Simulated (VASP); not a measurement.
Here is a VASP 6.6.1 calculation.

POSCAR

```
Te2Mo
1.0
    7.0389090317      0.0000000000      0.0000000000
   -3.5194545159      6.0958740364      0.0000000000
    0.0000000000      0.0000000000      7.2144528831
Mo Te
4 8
Direct
    0.0070141897      0.0022941747     -0.0003976740
    0.0025841260      0.5000841523      0.0028308453
    0.4976151147      0.0024761010      0.0017168315
    0.5040976164      0.5043932965      0.0004388413
    0.1616347093      0.3313016293      0.2435904744
    0.3284042890      0.1632599352      0.7476633485
    0.1680792453      0.8336594506      0.2519608943
    0.3351042186      0.6698120689      0.7439872554
    0.6674991789      0.3341901404      0.2513419977
    0.8319171839      0.1652396349      0.7509187582
    0.6630912196      0.8311733428      0.2520308926
    0.8305244445      0.6636159107      0.7507521482
```

File INCAR.step1:

```
PREC = Accurate
ENCUT = 440
ISMEAR = -1
SIGMA = 0.02
LREAL = False
LASPH = True
NELM = 120
NBANDS = 64
GGA = PE
ALGO = Normal
EDIFF = 1E-5
LWAVE = True
LCHARG = False
GGA_COMPAT = False
```

Contents of INCAR.step2:

```
PREC = Accurate
ENCUT = 440
EDIFF = 1E-6
ISMEAR = -1
SIGMA = 0.02
LREAL = False
LASPH = True
NELM = 120
ALGO = Normal
ISIF = 2
LWAVE = False
LCHARG = False
METAGGA = R2SCAN
LMIXTAU = True
NBANDS = 64
ISTART = 1
GGA_COMPAT = False
```

The input KPOINTS:

```
Automatic mesh
0
Gamma
  3 3 2
```

Potentials or basis: VASP PAW PBE potentials, release 64 (Mo_sv, Te).

Command:

```sh
$ cat potpaw_PBE.64/Mo_sv/POTCAR potpaw_PBE.64/Te/POTCAR > POTCAR
$ cp INCAR.step1 INCAR
$ mpirun -np 1 vasp_std > vasp.out
$ cp INCAR.step2 INCAR
$ mpirun -np 1 vasp_std > vasp.out
```

Question: Predict the largest force.

Answer: 1.061 eV/Å.

Question: Predict the band gap on the k mesh.

Answer: Zero (bands 52 and 53 overlap by 0.42 eV).

Stress tensor (GPa, compression positive):
```
 1.89  0.00 -0.01
 0.00  1.83 -0.05
-0.01 -0.05  3.26
```

Caveat: the k points lie up to 0.44 Å⁻¹ apart; the atoms stand as in a frame of molecular dynamics; the PAW data sets were made with another functional, which shifts forces and pressure a little; spin-orbit coupling is left out, which moves the levels of the heavy elements.
